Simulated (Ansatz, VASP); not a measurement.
# Two plane-wave programs on Rh

File INCAR:

```
ALGO = Fast
EDIFF = 1E-6
ENCUT = 520
GGA = PS
ISIF = 2
ISMEAR = 0
LASPH = True
LCHARG = False
LREAL = False
LWAVE = False
NBANDS = 38
NELM = 100
PREC = Accurate
SIGMA = 0.15
```

The input KPOINTS:

```
k-points
0
Gamma
  18 18 6
```

Contents of POSCAR:

```
Rh
1.0
    2.5953000000      0.0000000000      0.0000000000
   -1.2976500000      2.2475957304      0.0000000000
    0.0000000000      0.0000000000      8.7275109659
Rh
4
Direct
    0.0000000000      0.0000000000      0.0000000000
    0.3333333333      0.6666666667      0.2500000000
    0.0000000000      0.0000000000      0.5000000000
    0.6666666667      0.3333333333      0.7500000000
```

Input for Ansatz:

```yaml
crystal:
  lattice:
    - [2.5953, 0.0, 0.0]
    - [-1.29765, 2.2475957304, 0.0]
    - [0.0, 0.0, 8.7275109659]
  atoms:
    - { symbol: Rh, position: [0.0, 0.0, 0.0] }
    - { symbol: Rh, position: [0.3333333333, 0.6666666667, 0.25] }
    - { symbol: Rh, position: [0.0, 0.0, 0.5] }
    - { symbol: Rh, position: [0.6666666667, 0.3333333333, 0.75] }
basis:
  ecutwfc: 420
kpoints:
  mp_grid: { grid: [18, 18, 6] }
hamiltonian:
  xc: pbesol
  pseudopotentials: { kind: paw, azcp: { folder: soft_1 } }
scf:
  occupations: { method: gaussian, width: 0.15 }
output:
  forces: true
  stress: true
  eigenvalues: true
```

Alike in both runs: task single point; functional PBEsol; k mesh 18 × 18 × 6; occupations gaussian, width 0.15 eV; no spin polarisation.

```csv
,VASP,Ansatz
version,VASP 6.6.1,Ansatz 0.2.0
potentials or method,"VASP PAW PBE potentials, release 64 (Rh_pv), cutoff 520 eV","scalar-relativistic, plane waves, PAW"
valence electrons in the cell,60,68
```

```tsv
	VASP	Ansatz	Ansatz less VASP
gap on the k mesh at the Fermi level (eV)	none	none	-
pressure (GPa)	21.3	21.4	+0.06
traceless stress, the component that is largest in VASP (GPa)	-9.57	-9.58	-0.005
```

VASP's potentials were made for PBE, not for PBEsol, and Ansatz warns of the same on its side. A gap of «none» marks a metal or a gap that the smearing closes. With one functional, cell and mesh, what is left measures potentials, basis and numerics. VASP's potentials hold 60 valence electrons a cell and Ansatz's 68, so a difference there can come from the potentials and not from the codes.
